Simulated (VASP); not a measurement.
# SiC (P6_3mc) in VASP: a series of runs

Runs on SiC. Level: LDA. Tasks: single point, relaxation of cell and atoms.

Program: VASP 6.6.1. These are calculated values, not measurements. Logs are shortened: lines on timing, memory, paths and dates and some standing lists are left out, and cuts for length are marked.

### Step 1. The cell of the first run

Symmetry: P6_3mc, No. 186, hexagonal system. Conventional cell: a = 3.059 Å, b = 3.059 Å, c = 15.012 Å, α = 90.00°, β = 90.00°, γ = 120.00°. Si (site symmetry 3m) has 4 C at 1.87 to 1.88 Å within 2.5 Å. Within 2.5 Å of Si (site symmetry 3m) lie 4 C at 1.87 to 1.88 Å. Si (site symmetry 3m) has 4 C at 1.87 to 1.88 Å within 2.5 Å. Within 2.5 Å of C (site symmetry 3m) lie 4 Si at 1.87 to 1.88 Å. C (site symmetry 3m) has 4 Si at 1.87 to 1.88 Å within 2.5 Å. C (site symmetry 3m) has 4 Si at 1.87 to 1.88 Å within 2.5 Å.

### Step 2. Single point, LDA

Input file INCAR:

```
ALGO = Normal
EDIFF = 1E-7
ENCUT = 520
GGA = CA
ISIF = 2
ISMEAR = 0
LASPH = T
LCHARG = F
LREAL = F
LWAVE = F
NBANDS = 36
NELM = 60
PREC = Accurate
SIGMA = 0.02
```

Input file KPOINTS:

```
k-points
0
Gamma
  12 12 2
```

Input file POSCAR:

```
SiC
1.0
    3.0592956013      0.0000000029      0.0000000000
   -1.5296478031      2.6494277070      0.0000000000
    0.0000000000      0.0000000000     15.0117117250
Si C
6 6
Direct
    0.3333333333      0.6666666667      0.8329904585
    0.6666666667      0.3333333333      0.3329904585
    0.6666666667      0.3333333333      0.6665017732
    0.3333333333      0.6666666667      0.1665017732
    0.0000000000      0.0000000000      0.4997210974
    0.0000000000      0.0000000000      0.9997210974
    0.0000000000      0.0000000000      0.8743700248
    0.0000000000      0.0000000000      0.3743700248
    0.3333333333      0.6666666667      0.7080047586
    0.6666666667      0.3333333333      0.2080047586
    0.6666666667      0.3333333333      0.5415128876
    0.3333333333      0.6666666667      0.0415128876
```

Potentials or basis: VASP PAW LDA potentials, release 64 (Si, C).

Started as:

```sh
$ cat potpaw_LDA.64/Si/POTCAR potpaw_LDA.64/C/POTCAR > POTCAR
$ mpirun -np 1 vasp_std > vasp.out
```

OUTCAR:

```text
EDIFF = 1E-7
   ENCUT = 520
   GGA = CA
   ISIF = 2
   ISMEAR = 0
   LASPH = T
   LREAL = F
   NELM = 60
   PREC = Accurate

 ion  position               nearest neighbor table
   1  0.333  0.667  0.833-   7 1.87   7 1.87   7 1.87   9 1.88   3 3.06   3 3.06   3 3.06   6 3.06
                             6 3.06   6 3.06
   2  0.667  0.333  0.333-   8 1.87   8 1.87   8 1.87  10 1.88   4 3.06   4 3.06   4 3.06   5 3.06
                             5 3.06   5 3.06
   3  0.667  0.333  0.667-   9 1.87   9 1.87   9 1.87  11 1.88   1 3.06   1 3.06   1 3.06   5 3.06
                             5 3.06   5 3.06
   4  0.333  0.667  0.167-  10 1.87  10 1.87  10 1.87  12 1.88   2 3.06   2 3.06   2 3.06   6 3.06
                             6 3.06   6 3.06
   5  0.000  0.000  0.500-  11 1.87  11 1.87  11 1.87   8 1.88   2 3.06   2 3.06   2 3.06   3 3.06
                             3 3.06   3 3.06
   6  0.000  0.000  1.000-  12 1.87  12 1.87  12 1.87   7 1.88   1 3.06   1 3.06   1 3.06   4 3.06
                             4 3.06   4 3.06
   7  0.000  0.000  0.874-   1 1.87   1 1.87   1 1.87   6 1.88
   8  0.000  0.000  0.374-   2 1.87   2 1.87   2 1.87   5 1.88
   9  0.333  0.667  0.708-   3 1.87   3 1.87   3 1.87   1 1.88
  10  0.667  0.333  0.208-   4 1.87   4 1.87   4 1.87   2 1.88
  11  0.667  0.333  0.542-   5 1.87   5 1.87   5 1.87   3 1.88
  12  0.333  0.667  0.042-   6 1.87   6 1.87   6 1.87   4 1.88

  LATTYP: Found a hexagonal cell.
 ALAT       =     3.0592956013
 C/A-ratio  =     4.9069176966

  Lattice vectors:

 A1 = (   3.0592956013,   0.0000000029,   0.0000000000)
 A2 = (  -1.5296478031,   2.6494277070,   0.0000000000)
 A3 = (   0.0000000000,   0.0000000000,  15.0117117250)

Analysis of symmetry for initial positions (statically):
=====================================================================
 Subroutine PRICEL returns:
 Original cell was already a primitive cell.

 Routine SETGRP: Setting up the symmetry group for a
 hexagonal supercell.

 Subroutine GETGRP returns: Found 12 space group operations
 (whereof  6 operations were pure point group operations)
 out of a pool of 24 trial point group operations.

The static configuration has the point symmetry C_3v.
 The point group associated with its full space group is C_6v.

Analysis of symmetry for dynamics (positions and initial velocities):
=====================================================================
 Subroutine PRICEL returns:
 Original cell was already a primitive cell.

 Routine SETGRP: Setting up the symmetry group for a
 hexagonal supercell.

 Subroutine GETGRP returns: Found 12 space group operations
 (whereof  6 operations were pure point group operations)
 out of a pool of 24 trial point group operations.

The dynamic configuration has the point symmetry C_3v.
 The point group associated with its full space group is C_6v.

 Subroutine INISYM returns: Found 12 space group operations
 (whereof  6 operations are pure point group operations),
 and found     1 'primitive' translations

----------------------------------------------------------------------------------------

                                     Primitive cell

  volume of cell :     121.6757

  direct lattice vectors                    reciprocal lattice vectors
     3.059295601  0.000000003  0.000000000     0.326872630  0.188720001  0.000000000
    -1.529647803  2.649427707  0.000000000    -0.000000000  0.377440002  0.000000000
     0.000000000  0.000000000 15.011711725     0.000000000  0.000000000  0.066614655

  length of vectors
     3.059295601  3.059295601 15.011711725     0.377440002  0.377440002  0.066614655

  position of ions in fractional coordinates (direct lattice)
     0.333333333  0.666666667  0.832990458
     0.666666667  0.333333333  0.332990458
     0.666666667  0.333333333  0.666501773
     0.333333333  0.666666667  0.166501773
     0.000000000  0.000000000  0.499721097
     0.000000000  0.000000000  0.999721097
     0.000000000  0.000000000  0.874370025
     0.000000000  0.000000000  0.374370025
     0.333333333  0.666666667  0.708004759
     0.666666667  0.333333333  0.208004759
     0.666666667  0.333333333  0.541512888
     0.333333333  0.666666667  0.041512888

  ion indices of the primitive-cell ions
   primitive index   ion index
                 1           1
                 2           2
                 3           3
                 4           4
                 5           5
                 6           6
                 7           7
                 8           8
                 9           9
                10          10
                11          11
                12          12

----------------------------------------------------------------------------------------

 KPOINTS: k-points

Automatic generation of k-mesh.
 Grid dimensions read from file:
 generate k-points for:   12   12    2

 Generating k-lattice:

  Cartesian coordinates                     Fractional coordinates (reciprocal lattice)
     0.027239386  0.015726667  0.000000000     0.083333333 -0.000000000  0.000000000
    -0.000000000  0.031453334  0.000000000     0.000000000  0.083333333  0.000000000
     0.000000000  0.000000000  0.033307328     0.000000000  0.000000000  0.500000000

  Length of vectors
     0.031453334  0.031453334  0.033307328

  Shift w.r.t. Gamma in fractional coordinates (k-lattice)
     0.000000000  0.000000000  0.000000000

 Subroutine IBZKPT returns following result:
 ===========================================

 Found     38 irreducible k-points:

 Following reciprocal coordinates:
            Coordinates               Weight
  0.000000  0.000000  0.000000      1.000000
  0.083333  0.000000  0.000000      6.000000
  0.166667  0.000000  0.000000      6.000000
  0.250000  0.000000  0.000000      6.000000
  0.333333 -0.000000  0.000000      6.000000
  0.416667  0.000000  0.000000      6.000000
[... 16 lines left out ...]
  0.250000  0.000000  0.500000      6.000000
  0.333333 -0.000000  0.500000      6.000000
 [... further k-points ...]
   k-points           NKPTS =     38   k-points in BZ     NKDIM =     38   number of bands    NBANDS=     36
   number of dos      NEDOS =    301   number of ions     NIONS =     12
   total plane-waves  NPLWV =  64512
   dimension x,y,z NGX =    24 NGY =   24 NGZ =  112
   dimension x,y,z NGXF=    48 NGYF=   48 NGZF=  224
   ions per type =               6   6
   NGX,Y,Z   is equivalent  to a cutoff of  13.04, 13.04, 12.40 a.u.
   NGXF,Y,Z  is equivalent  to a cutoff of  26.08, 26.08, 24.81 a.u.
 SYSTEM =  unknown system
   PREC   = accura    normal or accurate (medium, high low for compatibility)
   ISTART =      0    job   : 0-new  1-cont  2-samecut
   ICHARG =      2    charge: 1-file 2-atom 10-const
   ISPIN  =      1    spin polarized calculation?
   LNONCOLLINEAR =      F non collinear calculations
   LSORBIT =      F    spin-orbit coupling
   LASPH  =      T    aspherical Exc in radial PAW
   ENCUT  =  520.0 eV  38.22 Ry    6.18 a.u.   5.69  5.69 27.91*2*pi/ulx,y,z
   NELM   =     60;   NELMIN=  2; NELMDL= -5     # of ELM steps
   EDIFF  = 0.1E-06   stopping-criterion for ELM
   LREAL  =      F    real-space projection
   EDIFFG = 0.1E-05   stopping-criterion for IOM
   NSW    =      0    number of steps for IOM
   IBRION =     -1    ionic relax: 0-MD 1-quasi-New 2-CG
   NFREE  =      0    steps in history (QN), initial steepest desc. (CG)
   ISIF   =      2    stress and relaxation
   ISYM   =      2    0-nonsym 1-usesym 2-fastsym
   POTIM  = 0.5000    time-step for ionic-motion
   TEBEG  =    0.0;   TEEND  =   0.0 temperature during run
   PSTRESS=    0.0 pullay stress
   NELECT =      48.0000    total number of electrons
   NUPDOWN=      -1.0000    fix difference up-down
   EMIN   =  10.00;   EMAX   =-10.00  energy-range for DOS
   EFERMI =   0.00;   METHOD = LEGACY
   ISMEAR =     0;   SIGMA  =   0.02  broadening in eV -4-tet -1-fermi 0-gaus
   EFERMI_NEDOS =   21; number of points for ismear=-14 and -15
   IALGO  =     38    algorithm
   IMIX   =      4    mixing-type and parameters
     AMIX     =   0.40;   BMIX     =  1.00
     AMIX_MAG =   1.60;   BMIX_MAG =  1.00
  volume/ion in A,a.u.               =      10.14        68.43
  Fermi-wavevector in a.u.,A,eV,Ry     =   1.200662  2.268922 19.614003  1.441589
  Thomas-Fermi vector in A             =   2.336492
   LORBIT       =      0    0 simple, 1 ext, 2 COOP (PROOUT), +10 PAW based schemes
   GGA     = CA    functional components
   LHFCALC =     F    Hartree Fock is set to
   AEXX    =    0.0000 exact exchange contribution
   IVDW    =     0    specifies the selected vdW correction
   LEPSILON=     F    determine dielectric tensor
   LRPA    =     F    only Hartree local field effects (RPA)
 non-spin polarized calculation
 Gauss-broadening in eV      SIGMA  =   0.02
  energy-cutoff  :      520.00
  volume of cell :      121.68
 maximum number of plane-waves:      3319
 NGX is ok and might be reduce to    24
   NGX = 11   NGY = 11   NGZ = 55

 number of electron      47.9999996 magnetization

 Free energy of the ion-electron system (eV)
  ---------------------------------------------------
  ext. energy  EPLUGINS =         0.00000000
  ---------------------------------------------------
  free energy    TOTEN  =       -99.86913856 eV

  energy without entropy =      -99.86913856  energy(sigma->0) =      -99.86913856

 E-fermi :   8.4558     XC(G=0): -11.6405

 val. band max:        8.3383202625   @ k =   0.0000   0.0000   0.0000
 cond. band min:      10.3039074038   @ k =   0.5000   0.0000   0.0000
 fundamental gap:      1.9655871413
 Fermi energy:         8.4557634886

 k-point     1 :       0.0000    0.0000    0.0000
  band No.  band energies     occupation
      1      -7.1887      2.00000
      2      -6.6566      2.00000
      3      -6.6210      2.00000
      4      -5.0885      2.00000
      5      -5.0602      2.00000
      6      -3.4948      2.00000
[... 28 lines left out ...]
     35      15.7307      0.00000
     36      15.8023      0.00000
[... 866 lines left out ...]
      6      -2.5374      2.00000
[... 28 lines left out ...]
     35      16.2452      0.00000
     36      16.2463      0.00000

 [... further k-points ...]

------------------------ aborting loop because EDIFF is reached ----------------------------------------

  FORCE on cell =-STRESS in cart. coord.  units (eV):
  Direction    XX          YY          ZZ          XY          YZ          ZX
  --------------------------------------------------------------------------------------
  -------------------------------------------------------------------------------------
  Total        0.2954115      0.2954115      0.2837425      0.0000000      0.0000000      0.0000000
  in kB        3.8898627      3.8898627      3.7362091      0.0000000      0.0000000      0.0000000
  external PRESSURE =       3.8386448 kB  Pullay stress =       0.0000000 kB

 VOLUME and BASIS-vectors are now :
 -----------------------------------------------------------------------------
  energy-cutoff  :      520.00
  volume of cell :      121.68
      direct lattice vectors                 reciprocal lattice vectors
     3.059295601  0.000000003  0.000000000     0.326872630  0.188720001  0.000000000
    -1.529647803  2.649427707  0.000000000    -0.000000000  0.377440002  0.000000000
     0.000000000  0.000000000 15.011711725     0.000000000  0.000000000  0.066614655

 POSITION                                       TOTAL-FORCE (eV/Angst)
 -----------------------------------------------------------------------------------
     -0.00000      1.76629     12.50461         0.000000     -0.000000     -0.001320
      1.52965      0.88314      4.99876         0.000000      0.000000     -0.001320
      1.52965      0.88314     10.00533         0.000000      0.000000     -0.000325
     -0.00000      1.76629      2.49948        -0.000000     -0.000000     -0.000325
      0.00000      0.00000      7.50167         0.000000      0.000000      0.001992
      0.00000      0.00000     15.00752         0.000000     -0.000000      0.001992
      0.00000      0.00000     13.12579         0.000000     -0.000000      0.000235
      0.00000      0.00000      5.61993        -0.000000      0.000000      0.000235
     -0.00000      1.76629     10.62836         0.000000     -0.000000     -0.000442
      1.52965      0.88314      3.12251        -0.000000      0.000000     -0.000442
      1.52965      0.88314      8.12904        -0.000000     -0.000000     -0.000140
     -0.00000      1.76629      0.62318        -0.000000      0.000000     -0.000140
 -----------------------------------------------------------------------------------
    total drift:                               -0.000000     -0.000000      0.000205

  FREE ENERGIE OF THE ION-ELECTRON SYSTEM (eV)
  ---------------------------------------------------
  free  energy   TOTEN  =       -99.8691385572 eV

  energy  without entropy=      -99.8691385572  energy(sigma->0) =      -99.86913856
```

Wall time 3.3 min (1 thread of Intel Xeon 8259CL, shared host); peak memory 0.26 GiB.

What came out:

```
Free energy            : -99.8691 eV
Pressure               : 0.4 GPa
Band gap on the k mesh : 1.97 eV (least direct gap 3.07 eV)
```

Levels at points of the mesh, in eV from the valence-band top:
| k point | band 22 | band 23 | band 24 | band 25 | band 26 | band 27 |
| --- | --- | --- | --- | --- | --- | --- |
| (0.00, 0.00, 0.00) | -0.04 | 0.00 | 0.00 | 5.31 | 5.48 | 5.90 |
| (0.50, 0.00, 0.00) | -1.80 | -1.69 | -1.11 | 1.97 | 2.16 | 3.16 |
| (0.00, 0.00, 0.50) | -0.10 | -0.10 | -0.10 | 5.38 | 5.38 | 6.12 |
| (0.50, 0.00, 0.50) | -1.73 | -1.32 | -1.32 | 2.01 | 2.01 | 3.38 |

A k mesh can miss the band edges.

### Step 3. Relaxation of cell and atoms, LDA

This run uses another cell than the first one, of 10.31 Å³/atom.

Input file INCAR:

```
PREC     = Accurate       # precision mode
ENCUT    = 600            # plane-wave cutoff, eV
EDIFF    = 1E-7           # SCF threshold, eV
ISMEAR   = 0              # smearing method
SIGMA    = 0.02           # smearing width, eV
LREAL    = False          # projectors in reciprocal space
LASPH    = True           # aspherical terms in the spheres
NELM     = 60             # most SCF steps
ALGO     = Normal         # electronic algorithm
ISIF     = 3              # what is computed and relaxed
LWAVE    = False          # write WAVECAR
LCHARG   = False          # write CHGCAR
GGA      = CA             # functional
IBRION   = 2              # ionic algorithm
NSW      = 100            # ionic steps
EDIFFG   = -0.005         # ionic threshold
```

Input file KPOINTS:

```
regular mesh
0
Gamma
  12 12 2
```

Input file POSCAR:

```
SiC
1.0
    3.0766210100      0.0000000000      0.0000000000
   -1.5383105100      2.6644319500      0.0000000000
    0.0000000000      0.0000000000     15.0980843200
Si C
6 6
Direct
    0.3333333300      0.6666666700      0.8329861500
    0.6666666700      0.3333333300      0.3329861500
    0.6666666700      0.3333333300      0.6665006000
    0.3333333300      0.6666666700      0.1665006000
    0.0000000000      0.0000000000      0.4997294200
    0.0000000000      0.0000000000      0.9997294200
    0.0000000000      0.0000000000      0.8743664100
    0.0000000000      0.0000000000      0.3743664100
    0.3333333300      0.6666666700      0.7079967800
    0.6666666700      0.3333333300      0.2079967800
    0.6666666700      0.3333333300      0.5415216400
    0.3333333300      0.6666666700      0.0415216400
```

Potentials or basis: VASP PAW LDA potentials, release 64 (Si, C).

Started as:

```sh
$ cat potpaw_LDA.64/Si/POTCAR potpaw_LDA.64/C/POTCAR > POTCAR
$ mpirun -np 1 vasp_std > vasp.out
```

Wall time 11 min (1 thread of Intel Xeon 8259CL, shared host); peak memory 0.32 GiB.

Results (log left out):

```
Free energy                           : -99.8846 eV
Relaxed volume                        : 10.15 Å³/atom
Relaxed cell                          : a = 3.060 Å, b = 3.060 Å, c = 15.017 Å, α = 90.00°, β = 90.00°, γ = 120.00°
Space group after relaxing (to 0.1 Å) : P6_3mc (No. 186)
Energy gained by relaxing             : 1.9 meV/atom
Ionic steps                           : 3
Pressure after relaxing               : 0.0 GPa
Largest force after relaxing          : 0.004 eV/Å
Band gap on the k mesh                : 1.97 eV (least direct gap 3.07 eV)
```

Forces on the atoms (eV/Å):
```
Si   0.000  0.000  0.002
Si   0.000  0.000  0.002
Si   0.000  0.000  0.001
Si   0.000  0.000  0.001
Si   0.000  0.000 -0.004
Si   0.000  0.000 -0.004
C    0.000  0.000  0.002
C    0.000  0.000  0.002
C    0.000  0.000 -0.001
C    0.000  0.000 -0.001
C    0.000  0.000  0.000
C    0.000  0.000  0.000
```

Step by step:
| step | energy change (eV) | largest force (eV/Å) | pressure (GPa) | volume (Å³) |
| --- | --- | --- | --- | --- |
| 1 | 0.0000 | 0.0032 | -3.57 | 123.77 |
| 2 | 0.0042 | 0.0133 | 4.11 | 119.69 |
| 3 | -0.0223 | 0.0045 | -0.01 | 121.80 |

Final structure:
```xyz
12
Lattice="3.0603 0.0000 0.0000 -1.5301 2.6503 0.0000 0.0000 0.0000 15.0171" Properties=species:S:1:pos:R:3 pbc="T T T"
Si    0.0000    1.7669   12.5090
Si    1.5301    0.8834    5.0004
Si    1.5301    0.8834   10.0089
Si    0.0000    1.7669    2.5003
Si    0.0000    0.0000    7.5046
Si    0.0000    0.0000   15.0131
C     0.0000    0.0000   13.1305
C     0.0000    0.0000    5.6219
C     0.0000    1.7669   10.6321
C     1.5301    0.8834    3.1236
C     1.5301    0.8834    8.1320
C     0.0000    1.7669    0.6235
```

Levels at points of the mesh, in eV from the valence-band top:
```
           k point  band 20  band 21  band 22  band 23  band 24  band 25  band 26  band 27  band 28  band 29
(0.00, 0.00, 0.00)    -0.30    -0.30    -0.04     0.00     0.00     5.31     5.47     5.89     6.40     6.57
(0.50, 0.00, 0.00)    -2.28    -1.83    -1.80    -1.69    -1.11     1.97     2.16     3.16     3.86     4.54
(0.00, 0.00, 0.50)    -0.64    -0.10    -0.10    -0.10    -0.10     5.37     5.37     6.12     6.12     6.89
(0.50, 0.00, 0.50)    -2.38    -1.73    -1.73    -1.32    -1.32     2.01     2.01     3.38     3.38     4.82
```
